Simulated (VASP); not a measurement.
# C (R-3m) in VASP: further runs, part 2 of 2

VASP 6.6.1. The steps go on from the part before.

## 3. Single point, r2SCAN

This run uses another cell than the first one: it holds 8 atoms, not 2.

POSCAR reads:

```
C
1.0
   -2.4560526930     -1.4180026834      3.3470108394
    2.4560526930     -1.4180026834      3.3470108394
    0.0000000000      2.8360053668      3.3470108394
C
8
Direct
    0.1640000000      0.1640000000      0.1640000000
    0.6640000000      0.6640000000      0.1640000000
    0.6640000000      0.1640000000      0.6640000000
    0.1640000000      0.6640000000      0.6640000000
    0.8360000000      0.8360000000      0.8360000000
    0.3360000000      0.3360000000      0.8360000000
    0.3360000000      0.8360000000      0.3360000000
    0.8360000000      0.3360000000      0.3360000000
```

INCAR.step1 reads:

```
SYSTEM = C
PREC = Accurate
ENCUT = 520
ISMEAR = 0
SIGMA = 0.05
LREAL = .FALSE.
LASPH = .TRUE.
NELM = 100
NBANDS = 26
GGA = PE
ALGO = Normal
EDIFF = 1E-4
LWAVE = .TRUE.
LCHARG = .FALSE.
```

INCAR.step2 reads:

```
SYSTEM = C
PREC = Accurate
ENCUT = 520
EDIFF = 1E-7
ISMEAR = 0
SIGMA = 0.05
LREAL = .FALSE.
LASPH = .TRUE.
NELM = 100
ALGO = Normal
ISIF = 2
LWAVE = .FALSE.
LCHARG = .FALSE.
METAGGA = R2SCAN
LMIXTAU = .TRUE.
NBANDS = 26
ISTART = 1
```

KPOINTS reads:

```
regular mesh
0
G
  6 6 6
  0 0 0
```

Potentials or basis: VASP PAW PBE potentials, release 64 (C).

Run with:

```bash
$ cat potpaw_PBE.64/C/POTCAR > POTCAR
$ cp INCAR.step1 INCAR
$ mpirun -np 1 vasp_std > vasp.out
$ cp INCAR.step2 INCAR
$ mpirun -np 1 vasp_std > vasp.out
```

OUTCAR:

```text
SYSTEM = C
   PREC = Accurate
   ENCUT = 520
   EDIFF = 1E-7
   ISMEAR = 0
   LREAL = .FALSE.
   LASPH = .TRUE.
   NELM = 100
   ISIF = 2
   METAGGA = R2SCAN
   ISTART = 1

 ion  position               nearest neighbor table
   1  0.164  0.164  0.164-   6 1.42   7 1.42   8 1.42
   2  0.664  0.664  0.164-   5 1.42   7 1.42   8 1.42
   3  0.664  0.164  0.664-   8 1.42   6 1.42   5 1.42
   4  0.164  0.664  0.664-   7 1.42   6 1.42   5 1.42
   5  0.836  0.836  0.836-   2 1.42   3 1.42   4 1.42
   6  0.336  0.336  0.836-   1 1.42   3 1.42   4 1.42
   7  0.336  0.836  0.336-   4 1.42   2 1.42   1 1.42
   8  0.836  0.336  0.336-   3 1.42   2 1.42   1 1.42
[... 7 lines left out ...]
 A1 = (  -2.4560526930,  -1.4180026834,   3.3470108394)
 A2 = (   2.4560526930,  -1.4180026834,   3.3470108394)
 A3 = (   0.0000000000,   2.8360053668,   3.3470108394)

Analysis of symmetry for initial positions (statically):
=====================================================================
 Subroutine PRICEL returns following result:

  LATTYP: Found a trigonal (rhomboedric) cell.
 ALAT       =     3.6349983727
 COS(alpha) =     0.7717362630

  Lattice vectors:

 A1 = (   0.0000000000,  -1.4180026834,   3.3470108394)
 A2 = (   1.2280263465,   0.7090013417,   3.3470108394)
 A3 = (  -1.2280263465,   0.7090013417,   3.3470108394)

   4 primitive cells build up your supercell.

 Routine SETGRP: Setting up the symmetry group for a
 trigonal (rhombohedral) supercell.

 Subroutine GETGRP returns: Found 12 space group operations
 (whereof 12 operations were pure point group operations)
 out of a pool of 12 trial point group operations.

The static configuration has the point symmetry D_3d.

Analysis of symmetry for dynamics (positions and initial velocities):
=====================================================================
 Subroutine PRICEL returns following result:

  LATTYP: Found a trigonal (rhomboedric) cell.
 ALAT       =     3.6349983727
 COS(alpha) =     0.7717362630

  Lattice vectors:

 A1 = (   0.0000000000,  -1.4180026834,   3.3470108394)
 A2 = (   1.2280263465,   0.7090013417,   3.3470108394)
 A3 = (  -1.2280263465,   0.7090013417,   3.3470108394)

   4 primitive cells build up your supercell.

 Routine SETGRP: Setting up the symmetry group for a
 trigonal (rhombohedral) supercell.

 Subroutine GETGRP returns: Found 12 space group operations
 (whereof 12 operations were pure point group operations)
 out of a pool of 12 trial point group operations.

The dynamic configuration has the point symmetry D_3d.

 Subroutine INISYM returns: Found 12 space group operations
 (whereof 12 operations are pure point group operations),
 and found     4 'primitive' translations

----------------------------------------------------------------------------------------

                                     Primitive cell

  volume of cell :      17.4849

  direct lattice vectors                    reciprocal lattice vectors
     0.000000000 -1.418002683  3.347010839     0.000000000 -0.470144855  0.099591352
     1.228026347  0.709001342  3.347010839     0.407157388  0.235072428  0.099591352
[... 45 lines left out ...]
  0.500000 -0.000000  0.000000      3.000000
  0.166667  0.166667  0.000000      6.000000
  0.333333  0.166667  0.000000     12.000000
[... 16 lines left out ...]
  0.500000  0.500000  0.166667      6.000000
 -0.333333  0.500000  0.166667     12.000000
 [... further k-points ...]
   k-points           NKPTS =     32   k-points in BZ     NKDIM =     32   number of bands    NBANDS=     26
   number of dos      NEDOS =    301   number of ions     NIONS =      8
   total plane-waves  NPLWV =  46656
   dimension x,y,z NGX =    36 NGY =   36 NGZ =   36
   dimension x,y,z NGXF=    72 NGYF=   72 NGZF=   72
   ions per type =               8
   NGX,Y,Z   is equivalent  to a cutoff of  13.64, 13.64, 13.64 a.u.
   NGXF,Y,Z  is equivalent  to a cutoff of  27.28, 27.28, 27.28 a.u.
 SYSTEM =  C
   PREC   = accura    normal or accurate (medium, high low for compatibility)
   ISTART =      1    job   : 0-new  1-cont  2-samecut
   ICHARG =      0    charge: 1-file 2-atom 10-const
   ISPIN  =      1    spin polarized calculation?
   LNONCOLLINEAR =      F non collinear calculations
   LSORBIT =      F    spin-orbit coupling
   LASPH  =      T    aspherical Exc in radial PAW
   ENCUT  =  520.0 eV  38.22 Ry    6.18 a.u.   8.16  8.16  8.16*2*pi/ulx,y,z
   NELM   =    100;   NELMIN=  2; NELMDL=  0     # of ELM steps
   EDIFF  = 0.1E-06   stopping-criterion for ELM
   LREAL  =      F    real-space projection
   EDIFFG = 0.1E-05   stopping-criterion for IOM
   NSW    =      0    number of steps for IOM
   IBRION =     -1    ionic relax: 0-MD 1-quasi-New 2-CG
   NFREE  =      0    steps in history (QN), initial steepest desc. (CG)
   ISIF   =      2    stress and relaxation
   ISYM   =      2    0-nonsym 1-usesym 2-fastsym
   POTIM  = 0.5000    time-step for ionic-motion
   TEBEG  =    0.0;   TEEND  =   0.0 temperature during run
   PSTRESS=    0.0 pullay stress
   NELECT =      32.0000    total number of electrons
   NUPDOWN=      -1.0000    fix difference up-down
   EMIN   =  10.00;   EMAX   =-10.00  energy-range for DOS
   EFERMI =   0.00;   METHOD = LEGACY
   ISMEAR =     0;   SIGMA  =   0.05  broadening in eV -4-tet -1-fermi 0-gaus
   EFERMI_NEDOS =   21; number of points for ismear=-14 and -15
   IALGO  =     38    algorithm
   IMIX   =      4    mixing-type and parameters
     AMIX     =   0.40;   BMIX     =  1.00
     AMIX_MAG =   1.60;   BMIX_MAG =  1.00
  volume/ion in A,a.u.               =       8.74        59.00
  Fermi-wavevector in a.u.,A,eV,Ry     =   1.261490  2.383870 21.651724  1.591357
  Thomas-Fermi vector in A             =   2.394946
   LORBIT       =      0    0 simple, 1 ext, 2 COOP (PROOUT), +10 PAW based schemes
   METAGGA = R2SCAN    functional components
   LHFCALC =     F    Hartree Fock is set to
   AEXX    =    0.0000 exact exchange contribution
   IVDW    =     0    specifies the selected vdW correction
   LEPSILON=     F    determine dielectric tensor
   LRPA    =     F    only Hartree local field effects (RPA)
 non-spin polarized calculation
 Gauss-broadening in eV      SIGMA  =   0.05
  energy-cutoff  :      520.00
  volume of cell :       69.94
 maximum number of plane-waves:      1902
 NGX is ok and might be reduce to    36

 number of electron      31.9999998 magnetization

 Free energy of the ion-electron system (eV)
  ---------------------------------------------------
  ext. energy  EPLUGINS =         0.00000000
  ---------------------------------------------------
  free energy    TOTEN  =       -79.39028703 eV

  energy without entropy =      -79.39028703  energy(sigma->0) =      -79.39028703

 E-fermi :   4.5900     XC(G=0): -11.1649

 val. band max:        4.3158007826   @ k =  -0.3333   0.3333   0.0000
 cond. band min:       5.1079600111   @ k =  -0.3333   0.3333   0.0000
 fundamental gap:      0.7921592285
 Fermi energy:         4.5899994656

 k-point     1 :       0.0000    0.0000    0.0000
  band No.  band energies     occupation
      1     -16.2597      2.00000
      2     -10.5219      2.00000
      3     -10.5219      2.00000
      4     -10.5219      2.00000
      5      -9.3015      2.00000
      6      -9.3015      2.00000
[... 685 lines left out ...]
     25      15.8184      0.00000
     26      15.8335      0.00000

 [... further k-points ...]

------------------------ aborting loop because EDIFF is reached ----------------------------------------

  FORCE on cell =-STRESS in cart. coord.  units (eV):
  Direction    XX          YY          ZZ          XY          YZ          ZX
  --------------------------------------------------------------------------------------
  -------------------------------------------------------------------------------------
  Total        0.3855146      0.3855146      0.3503539     -0.0000000     -0.0000000      0.0000000
  in kB        8.8313749      8.8313749      8.0259117     -0.0000000     -0.0000000      0.0000000
  external PRESSURE =       8.5628872 kB  Pullay stress =       0.0000000 kB

 VOLUME and BASIS-vectors are now :
 -----------------------------------------------------------------------------
  energy-cutoff  :      520.00
  volume of cell :       69.94
      direct lattice vectors                 reciprocal lattice vectors
    -2.456052693 -1.418002683  3.347010839    -0.203578694 -0.117536214  0.099591352
     2.456052693 -1.418002683  3.347010839     0.203578694 -0.117536214  0.099591352
     0.000000000  2.836005367  3.347010839     0.000000000  0.235072428  0.099591352

 POSITION                                       TOTAL-FORCE (eV/Angst)
 -----------------------------------------------------------------------------------
      0.00000      0.00000      1.64673         0.000000     -0.000000      0.897115
      0.00000     -1.41800      4.99374         0.000000     -0.000000      0.897115
     -1.22803      0.70900      4.99374         0.000000      0.000000      0.897115
      1.22803      0.70900      4.99374         0.000000      0.000000      0.897115
      0.00000      0.00000      8.39430         0.000000      0.000000     -0.897115
      0.00000      1.41800      5.04729         0.000000      0.000000     -0.897115
      1.22803     -0.70900      5.04729         0.000000     -0.000000     -0.897115
     -1.22803     -0.70900      5.04729         0.000000     -0.000000     -0.897115
 -----------------------------------------------------------------------------------
    total drift:                                0.000000     -0.000000     -0.000000

  FREE ENERGIE OF THE ION-ELECTRON SYSTEM (eV)
  ---------------------------------------------------
  free  energy   TOTEN  =       -79.3902870323 eV

  energy  without entropy=      -79.3902870323  energy(sigma->0) =      -79.39028703
```

Wall time 8.7 min (1 thread of AMD EPYC 7R43 (Zen 3), shared host); peak memory 0.18 GiB.

What came out:

```yaml
Free_energy: -79.3903 eV
Pressure: 0.9 GPa
Largest_force: 0.897 eV/Å
```

Forces on the atoms (eV/Å):
```
C    0.000  0.000  0.897
C    0.000  0.000  0.897
C    0.000  0.000  0.897
C    0.000  0.000  0.897
C    0.000  0.000 -0.897
C    0.000  0.000 -0.897
C    0.000  0.000 -0.897
C    0.000  0.000 -0.897
```

Stress tensor (GPa, compression positive):
```
0.88 0.00 0.00
0.00 0.88 0.00
0.00 0.00 0.80
```

Caveat: the PAW data sets were made with another functional, which shifts forces and pressure a little.
